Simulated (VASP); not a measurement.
# K2H3Au (P1) in VASP: relaxation of cell and atoms with PBEsol

Aim: the relaxation of cell and atoms of K2H3Au with PBEsol.

Everything below comes from runs of VASP 6.6.1. Logs are shortened: lines on timing, memory, paths and dates and some standing lists are left out, and cuts for length are marked.

### 1 The cell of the first run

The typed cell holds 6 atoms: a = 3.653 Å, b = 3.598 Å, c = 8.300 Å, α = 91.00°, β = 89.68°, γ = 119.64°.

### 2 Relaxation of cell and atoms, PBEsol

The input, INCAR:

```
SYSTEM = K2H3Au
  PREC = Accurate
  ENCUT = 600
  EDIFF = 1E-6
  ISMEAR = -1
  SIGMA = 0.05
  LREAL = .False.
  LASPH = .True.
  NELM = 80
  ALGO = Normal
  ISIF = 3
  LWAVE = .False.
  LCHARG = .False.
  GGA = PS
  IBRION = 2
  NSW = 100
  EDIFFG = -0.01
```

The input, KPOINTS:

```
regular mesh
0
Gamma
  6 6 2
  0 0 0
```

The input, POSCAR:

```
K2H3Au
1.0
    3.6533060064      0.0274613614      0.0102734694
   -1.8028707666      3.1132040427     -0.0315888810
    0.0235414960     -0.0699918079      8.2992586345
K H Au
2 3 1
Direct
    0.6791864357      0.3456159916      0.7908946588
    0.7290757731      0.3744529004      0.2046678593
   -0.0092442728      0.0003288724      0.4883819764
    0.0771735649      0.0265240647     -0.0096714854
    0.3778629660      0.6833835232      1.0033348250
    0.3027944832      0.6969067198      0.5139343631
```

Potentials or basis: VASP PAW PBE potentials, release 64 (K_sv, H, Au).

Launch:

```bash
cat potpaw_PBE.64/K_sv/POTCAR potpaw_PBE.64/H/POTCAR potpaw_PBE.64/Au/POTCAR > POTCAR
mpirun -np 1 vasp_std > vasp.out
```

OUTCAR:

```text
SYSTEM = K2H3Au
   PREC = Accurate
   ENCUT = 600
   EDIFF = 1E-6
   ISMEAR = -1
   LREAL = .False.
   LASPH = .True.
   NELM = 80
   ISIF = 3
   GGA = PS
   IBRION = 2
   NSW = 100
   EDIFFG = -0.01

 ion  position               nearest neighbor table
   1  0.679  0.346  0.791-   6 3.04   6 3.05   6 3.26   2 3.44
   2  0.729  0.374  0.205-   6 3.14   6 3.37   1 3.44   6 3.46
   3  0.991  0.000  0.488-   6 1.94   6 2.19   6 2.20
   4  0.077  0.027  0.990-
   5  0.378  0.683  0.003-
   6  0.303  0.697  0.514-   3 1.94   3 2.19   3 2.20   1 3.04   1 3.05   2 3.14   1 3.26   2 3.37
                             2 3.46

  LATTYP: Found a triclinic cell.
 ALAT       =     3.6453181074
 B/A-ratio  =     1.7420860991
 C/A-ratio  =     2.2767799435
 COS(alpha) =     0.0034875711
 COS(beta)  =     0.0116729534
 COS(gamma) =     0.8697652574

  Lattice vectors:

 A1 = (   1.8504352398,   3.1406654041,  -0.0213154116)
 A2 = (   5.5037412462,   3.1681267655,  -0.0110419422)
 A3 = (  -0.0235414960,   0.0699918079,  -8.2992586345)

Analysis of symmetry for initial positions (statically):
=====================================================================
 Subroutine PRICEL returns:
 Original cell was already a primitive cell.

 Routine SETGRP: Setting up the symmetry group for a
 triclinic supercell.

 Subroutine GETGRP returns: Found  1 space group operations
 (whereof  1 operations were pure point group operations)
 out of a pool of  2 trial point group operations.

The static configuration has the point symmetry C_1 .

Analysis of symmetry for dynamics (positions and initial velocities):
=====================================================================
 Subroutine PRICEL returns:
 Original cell was already a primitive cell.

 Routine SETGRP: Setting up the symmetry group for a
 triclinic supercell.

 Subroutine GETGRP returns: Found  1 space group operations
 (whereof  1 operations were pure point group operations)
 out of a pool of  2 trial point group operations.

The dynamic configuration has the point symmetry C_1 .

 Subroutine INISYM returns: Found  1 space group operations
 (whereof  1 operations are pure point group operations),
 and found     1 'primitive' translations

----------------------------------------------------------------------------------------

                                     Primitive cell

  volume of cell :      94.7948

  direct lattice vectors                    reciprocal lattice vectors
     3.653306006  0.027461361  0.010273469     0.272536699  0.157832917  0.000558012
    -1.802870767  3.113204043 -0.031588881    -0.002411819  0.319843227  0.002704240
     0.023541496 -0.069991808  8.299258634    -0.000346547  0.001022019  0.120502292

  length of vectors
     3.653423661  3.597690964  8.299587155     0.314940937  0.319863751  0.120507125

  position of ions in fractional coordinates (direct lattice)
     0.679186436  0.345615992  0.790894659
     0.729075773  0.374452900  0.204667859
     0.990755727  0.000328872  0.488381976
     0.077173565  0.026524065  0.990328515
     0.377862966  0.683383523  0.003334825
     0.302794483  0.696906720  0.513934363

  ion indices of the primitive-cell ions
   primitive index   ion index
                 1           1
                 2           2
                 3           3
                 4           4
                 5           5
                 6           6

----------------------------------------------------------------------------------------

 KPOINTS: regular mesh

Automatic generation of k-mesh.
 Grid dimensions read from file:
 generate k-points for:    6    6    2

 Generating k-lattice:

  Cartesian coordinates                     Fractional coordinates (reciprocal lattice)
     0.045422783  0.026305486  0.000093002     0.166666667  0.000000000 -0.000000000
    -0.000401970  0.053307204  0.000450707     0.000000000  0.166666667 -0.000000000
    -0.000173274  0.000511009  0.060251146    -0.000000000  0.000000000  0.500000000

  Length of vectors
     0.052490156  0.053310625  0.060253562

  Shift w.r.t. Gamma in fractional coordinates (k-lattice)
     0.000000000  0.000000000  0.000000000

 Subroutine IBZKPT returns following result:
 ===========================================

 Found     40 irreducible k-points:

 Following reciprocal coordinates:
            Coordinates               Weight
  0.000000  0.000000  0.000000      1.000000
  0.166667 -0.000000  0.000000      2.000000
  0.333333 -0.000000 -0.000000      2.000000
  0.500000 -0.000000  0.000000      1.000000
 -0.000000  0.166667  0.000000      2.000000
  0.166667  0.166667  0.000000      2.000000
[... 16 lines left out ...]
  0.333333 -0.000000  0.500000      2.000000
  0.500000 -0.000000  0.500000      1.000000
 [... further k-points ...]
   k-points           NKPTS =     40   k-points in BZ     NKDIM =     40   number of bands    NBANDS=     20
   number of dos      NEDOS =    301   number of ions     NIONS =      6
   total plane-waves  NPLWV =  63000
   dimension x,y,z NGX =    30 NGY =   30 NGZ =   70
   dimension x,y,z NGXF=    60 NGYF=   60 NGZF=  140
   ions per type =               2   3   1
   NGX,Y,Z   is equivalent  to a cutoff of  13.65, 13.86, 14.02 a.u.
   NGXF,Y,Z  is equivalent  to a cutoff of  27.30, 27.73, 28.04 a.u.
 SYSTEM =  K2H3Au
   PREC   = accura    normal or accurate (medium, high low for compatibility)
   ISTART =      0    job   : 0-new  1-cont  2-samecut
   ICHARG =      2    charge: 1-file 2-atom 10-const
   ISPIN  =      1    spin polarized calculation?
   LNONCOLLINEAR =      F non collinear calculations
   LSORBIT =      F    spin-orbit coupling
   LASPH  =      T    aspherical Exc in radial PAW
   ENCUT  =  600.0 eV  44.10 Ry    6.64 a.u.   7.30  7.19 16.58*2*pi/ulx,y,z
   NELM   =     80;   NELMIN=  2; NELMDL= -5     # of ELM steps
   EDIFF  = 0.1E-05   stopping-criterion for ELM
   LREAL  =      F    real-space projection
   EDIFFG = -.1E-01   stopping-criterion for IOM
   NSW    =    100    number of steps for IOM
   IBRION =      2    ionic relax: 0-MD 1-quasi-New 2-CG
   NFREE  =      1    steps in history (QN), initial steepest desc. (CG)
   ISIF   =      3    stress and relaxation
   ISYM   =      2    0-nonsym 1-usesym 2-fastsym
   POTIM  = 0.5000    time-step for ionic-motion
   TEBEG  =    0.0;   TEEND  =   0.0 temperature during run
   PSTRESS=    0.0 pullay stress
   NELECT =      32.0000    total number of electrons
   NUPDOWN=      -1.0000    fix difference up-down
   EMIN   =  10.00;   EMAX   =-10.00  energy-range for DOS
   EFERMI =   0.00;   METHOD = LEGACY
   ISMEAR =    -1;   SIGMA  =   0.05  broadening in eV -4-tet -1-fermi 0-gaus
   EFERMI_NEDOS =   21; number of points for ismear=-14 and -15
   IALGO  =     38    algorithm
   IMIX   =      4    mixing-type and parameters
     AMIX     =   0.40;   BMIX     =  1.00
     AMIX_MAG =   1.60;   BMIX_MAG =  1.00
  volume/ion in A,a.u.               =      15.80       106.62
  Fermi-wavevector in a.u.,A,eV,Ry     =   1.139891  2.154081 17.678744  1.299351
  Thomas-Fermi vector in A             =   2.276594
   LORBIT       =      0    0 simple, 1 ext, 2 COOP (PROOUT), +10 PAW based schemes
   GGA     = PS    functional components
   LHFCALC =     F    Hartree Fock is set to
   AEXX    =    0.0000 exact exchange contribution
   IVDW    =     0    specifies the selected vdW correction
   LEPSILON=     F    determine dielectric tensor
   LRPA    =     F    only Hartree local field effects (RPA)
 conjugate gradient relaxation of ions
 non-spin polarized calculation
  energy-cutoff  :      600.00
  volume of cell :       94.79
 maximum number of plane-waves:      3182
 NGX is ok and might be reduce to    30
   NGX = 15   NGY = 15   NGZ = 33

--------------------------------------- Ionic step        1  -------------------------------------------

 number of electron      32.0000001 magnetization

 Free energy of the ion-electron system (eV)
  ---------------------------------------------------
  ext. energy  EPLUGINS =         0.00000000
  ---------------------------------------------------
  free energy    TOTEN  =       -14.67678678 eV

  energy without entropy =      -14.66526589  energy(sigma->0) =      -14.67102634

------------------------ aborting loop because EDIFF is reached ----------------------------------------

  FORCE on cell =-STRESS in cart. coord.  units (eV):
  Direction    XX          YY          ZZ          XY          YZ          ZX
  --------------------------------------------------------------------------------------
  -------------------------------------------------------------------------------------
  Total        0.2861294      0.5247494      0.1757344      0.5860866      0.2112062     -0.2485606
  in kB        4.8360232      8.8690642      2.9701785      9.9057567      3.5697061     -4.2010525
  external PRESSURE =       5.5584220 kB  Pullay stress =       0.0000000 kB
[... 101 lines left out ...]
  FREE ENERGIE OF THE ION-ELECTRON SYSTEM (eV)
  ---------------------------------------------------
  free  energy   TOTEN  =       -14.8376068755 eV

  energy  without entropy=      -14.8284905925  energy(sigma->0) =      -14.83304873

[... ionic steps 4 to 33 ...]

--------------------------------------- Ionic step       34  -------------------------------------------

 number of electron      32.0000002 magnetization

------------------------ aborting loop because EDIFF is reached ----------------------------------------
[... 75 lines left out ...]
--------------------------------------- Ionic step       36  -------------------------------------------

 number of electron      32.0000001 magnetization

 Free energy of the ion-electron system (eV)
  ---------------------------------------------------
  ext. energy  EPLUGINS =         0.00000000
  ---------------------------------------------------
  free energy    TOTEN  =       -15.24869899 eV

  energy without entropy =      -15.24553607  energy(sigma->0) =      -15.24711753

 E-fermi :   1.8331     XC(G=0):  -8.7786

 val. band max:        1.7609610446   @ k =  -0.0000   0.5000   0.5000
 cond. band min:       1.9752504251   @ k =   0.3333  -0.0000   0.5000
 fundamental gap:      0.2142893805
 Fermi energy:         1.8330761534

 k-point     1 :       0.0000    0.0000    0.0000
  band No.  band energies     occupation
      1     -28.6566      2.00000
      2     -28.5789      2.00000
      3     -12.6192      2.00000
      4     -12.0841      2.00000
      5     -12.0320      2.00000
      6     -12.0109      2.00000
[... 541 lines left out ...]
     19       5.3610      0.00000
     20       6.0113      0.00000

 [... further k-points ...]

------------------------ aborting loop because EDIFF is reached ----------------------------------------

  FORCE on cell =-STRESS in cart. coord.  units (eV):
  Direction    XX          YY          ZZ          XY          YZ          ZX
  --------------------------------------------------------------------------------------
  -------------------------------------------------------------------------------------
  Total       -0.0042335     -0.0065113      0.0034252     -0.0015542     -0.0101405     -0.0028073
  in kB       -0.0654396     -0.1006480      0.0529453     -0.0240244     -0.1567458     -0.0433933
  external PRESSURE =      -0.0377141 kB  Pullay stress =       0.0000000 kB
[... 21 lines left out ...]
  FREE ENERGIE OF THE ION-ELECTRON SYSTEM (eV)
  ---------------------------------------------------
  free  energy   TOTEN  =       -15.2486989852 eV

  energy  without entropy=      -15.2455360655  energy(sigma->0) =      -15.24711753

 reached required accuracy - stopping structural energy minimisation
```

Run time: 31 min. Hardware: 1 thread of Intel Xeon Platinum 8259CL at 2.50GHz (Skylake/Cascade Lake), shared host; peak memory 0.33 GiB.

Results:

| Property | Result |
| --- | --- |
| Free energy | -15.2487 eV |
| Relaxed volume | 17.28 Å³/atom |
| Relaxed cell | a = 3.646 Å, b = 3.942 Å, c = 8.113 Å, α = 89.97°, β = 89.97°, γ = 117.27° |
| Space group after relaxing (to 0.1 Å) | Amm2 (No. 38) |
| Energy gained by relaxing | 95.3 meV/atom |
| Ionic steps | 36 |
| Pressure after relaxing | 0.0 GPa |
| Largest force after relaxing | 0.007 eV/Å |
| Band gap on the k mesh | zero (bands 16 and 17 overlap by 3.06 eV) |

Forces in eV/Å, atoms in the order of the input:
```
K   -0.002 -0.007  0.000
K   -0.002  0.003 -0.002
H    0.000  0.007  0.000
H    0.002 -0.004 -0.001
H    0.000  0.001  0.007
Au   0.002  0.000 -0.004
```

Step by step:
```
step  energy change (eV)  largest force (eV/Å)  pressure (GPa)  volume (Å³)
   1              0.0000                0.8666            0.56        94.79
   2             -0.0719                0.5874            0.22        95.55
   3             -0.1608                0.3204           -0.38        97.79
   4             -0.1813                0.2282            0.03        97.12
   5             -0.1890                0.2408            0.57        96.42
   6             -0.2036                0.2273            0.28        97.48
   7             -0.2158                0.4574           -0.33       100.67
   8             -0.2243                0.5064           -0.37       101.05
   9             -0.2501                0.5556           -0.48       102.20
  10             -0.2889                0.5865           -0.54       104.48
  11             -0.3320                0.5444           -0.44       104.60
  12             -0.4125                0.3721           -0.13       104.92
  13             -0.4160                0.3526           -0.01       105.02
  14             -0.4163                0.3575           -0.04       105.00
  15             -0.4404                0.3002           -0.09       104.92
  16             -0.4827                0.1655           -0.18       104.67
  17             -0.4882                0.1421           -0.20       104.53
  18             -0.5031                0.1352           -0.12       103.82
  19             -0.5174                0.1322            0.13       102.24
  20             -0.5273                0.1063            0.12       102.42
  21             -0.5386                0.1943            0.15       102.89
  22             -0.5447                0.1556            0.04       103.30
  23             -0.5527                0.1480           -0.23       104.51
  24             -0.5592                0.1251           -0.11       104.05
  25             -0.5655                0.0711            0.19       103.01
  26             -0.5685                0.0489           -0.01       103.64
  27             -0.5689                0.0530           -0.11       103.95
  28             -0.5705                0.0274           -0.03       103.75
  29             -0.5707                0.0280            0.01       103.64
  30             -0.5712                0.0246            0.00       103.65
  31             -0.5714                0.0209           -0.01       103.65
  32             -0.5716                0.0140            0.02       103.60
  33             -0.5716                0.0151            0.03       103.57
  34             -0.5718                0.0105           -0.01       103.74
  35             -0.5718                0.0101           -0.04       103.82
  36             -0.5719                0.0072            0.00       103.65
```

Final structure:
```cif
data_structure
_symmetry_space_group_name_H-M 'P 1'
_symmetry_Int_Tables_number 1
_cell_length_a 3.6463
_cell_length_b 3.9422
_cell_length_c 8.1127
_cell_angle_alpha 89.972
_cell_angle_beta 89.972
_cell_angle_gamma 117.274
_cell_volume 103.65
loop_
_atom_site_label
_atom_site_type_symbol
_atom_site_fract_x
_atom_site_fract_y
_atom_site_fract_z
_atom_site_occupancy
K1 K 0.71198 0.38961 0.80453 1
K2 K 0.71116 0.38754 0.19278 1
H1 H 0.90848 0.79232 0.49867 1
H2 H 0.01406 0.99234 0.99870 1
H3 H 0.40914 0.78607 0.99808 1
Au1 Au 0.40204 0.77932 0.49879 1
```

Caveat: the k points lie up to 0.39 Å⁻¹ apart in the final cell, too coarse for converged energies and pressures of a metal; the PAW data sets were made with another functional, which shifts forces and pressure a little; spin-orbit coupling is left out, which moves the levels of the heavy elements.
